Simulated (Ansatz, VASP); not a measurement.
## Two plane-wave programs on W

File INCAR:

```
PREC = Accurate
ENCUT = 520
EDIFF = 1E-6
ISMEAR = 0
SIGMA = 0.1
LREAL = F
LASPH = T
NELM = 60
ALGO = Fast
ISIF = 2
LWAVE = F
LCHARG = T
GGA = PE
LELF = T
LVHAR = T
NBANDS = 13
```

File KPOINTS:

```
regular mesh
0
Gamma
  16 16 16
```

Contents of POSCAR:

```
W
1.0
   -1.6499470080      1.6033218210      1.6418966160
    1.6467204620     -1.6198059570      1.6551542060
    1.7138390080      1.6836979570     -1.6583807520
W
1
Direct
    0.0000000000      0.0000000000      0.0000000000
```

Input for Ansatz:

```yaml
crystal:
  lattice:
    - [-1.649947008, 1.603321821, 1.641896616]
    - [1.646720462, -1.619805957, 1.655154206]
    - [1.713839008, 1.683697957, -1.658380752]
  atoms:
    - { symbol: W, position: [0.0, 0.0, 0.0] }
basis:
  ecutwfc: 420
kpoints:
  mp_grid: { grid: [16, 16, 16] }
hamiltonian:
  xc: pbe
scf:
  occupations: { method: gaussian, width: 0.1 }
output:
  forces: true
  stress: true
  eigenvalues: true
  populations: true
```

Alike in both runs: task single point; functional PBE; k mesh 16 × 16 × 16; occupations gaussian, width 0.1 eV; no spin polarisation.

|  | VASP | Ansatz |
| --- | --- | --- |
| version | VASP 6.6.1 | Ansatz 0.2.0 |
| potentials or method | VASP PAW PBE potentials, release 64 (W_sv), cutoff 520 eV | scalar-relativistic, plane waves, PAW |
| valence electrons in the cell | 14 | 14 |

|  | VASP | Ansatz | Ansatz less VASP |
| --- | --- | --- | --- |
| gap on the k mesh at the Fermi level (eV) | none | none | - |
| pressure (GPa) | -27.9 | -28.0 | -0.16 |
| traceless stress, the component that is largest in VASP (GPa) | -3.28 | -3.23 | +0.051 |

A gap of «none» marks a metal or a gap that the smearing closes.

Spin-orbit coupling is off throughout.
